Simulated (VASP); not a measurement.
Ca: single point with PBEsol

Crystal: Ca.

```
Ca
1.0
    -2.08824    2.08824    2.08824
     2.08824   -2.08824    2.08824
     2.08824    2.08824   -2.08824
Ca
1
Direct
  0.00000 0.00000 0.00000
```

```yaml
Program: VASP 6.6.1
Task: single point
Functional: PBEsol
Potentials_or_basis: VASP PAW PBE potentials, release 64 (Ca_sv)
Cutoff: 520 eV
k_mesh: 8 × 8 × 8
Occupations: fermi-dirac, width 0.05 eV
Spin: no spin polarisation
Dipole_correction: no
Further_INCAR_settings: ALGO = Normal; EDIFF = 1e-06; NBANDS = 11
```

* Pressure: 2.0 GPa
* Band gap on the k mesh: zero (band 5 reaches 2.92 eV, above the bottom of band 6 at 2.41 eV)

Levels at points of the mesh, in eV from the Fermi level:
| k point | band 1 | band 2 | band 3 | band 4 | band 5 | band 6 | band 7 | band 8 | band 9 | band 10 |
| --- | --- | --- | --- | --- | --- | --- | --- | --- | --- | --- |
| (0.00, 0.00, 0.00) | -41.49 | -22.45 | -22.45 | -22.45 | -4.31 | 2.53 | 2.53 | 2.53 | 3.77 | 3.77 |
| (0.50, 0.00, 0.00) | -41.46 | -22.69 | -22.53 | -22.45 | -0.98 | 0.18 | 1.39 | 3.69 | 4.12 | 5.04 |
| (0.50, 0.50, 0.50) | -41.43 | -22.62 | -22.62 | -22.62 | -0.11 | -0.11 | 4.59 | 4.59 | 4.59 | 4.76 |

Run time: 7.4 s on 1 thread of Intel(R) Xeon(R) Platinum 8488C (Sapphire Rapids), with other jobs on the host, peak memory 0.15 GiB.

Caveat: the PAW data sets were made with another functional, which shifts forces and pressure a little.
